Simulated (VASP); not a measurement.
A run of VASP 6.6.1 is set up as follows.

INCAR

```
SYSTEM = BiN
PREC     = Accurate       ! precision mode
ENCUT    = 520            ! plane-wave cutoff, eV
EDIFF    = 1E-6           ! SCF threshold, eV
ISMEAR   = -4             ! smearing method
SIGMA    = 0.1            ! smearing width, eV
LREAL    = .False.        ! projectors in reciprocal space
LASPH    = .True.         ! aspherical terms in the spheres
NELM     = 100            ! most SCF steps
ALGO     = Normal         ! electronic algorithm
ISIF     = 2              ! what is computed and relaxed
LWAVE    = .False.        ! write WAVECAR
LCHARG   = .False.        ! write CHGCAR
GGA      = PE             ! functional
NBANDS   = 17             ! bands
```

KPOINTS

```
Automatic mesh
0
Gamma
  12 12 10
  0 0 0
```

POSCAR

```
BiN
1.0
    3.4893699739      0.0000000000      0.0000000000
   -1.7446849870      3.0218830406      0.0000000000
    0.0000000000      0.0000000000      3.2651770091
Bi N
1 1
Direct
    0.0000000000      0.0000000000      0.0000000000
    0.6666666667      0.3333333333      0.5000000000
```

Potentials or basis: VASP PAW PBE potentials, release 64 (Bi_d, N).

Run with:

```sh
$ cat potpaw_PBE.64/Bi_d/POTCAR potpaw_PBE.64/N/POTCAR > POTCAR
$ mpirun -np 1 vasp_std > vasp.out
```

Task: Predict the pressure.

Result: 0.3 GPa.

Task: Predict the band gap on the k mesh.

Result: Zero (band 10 reaches 9.23 eV, above the bottom of band 11 at 6.67 eV).

Caveat: spin-orbit coupling is left out, which moves the levels of the heavy elements.
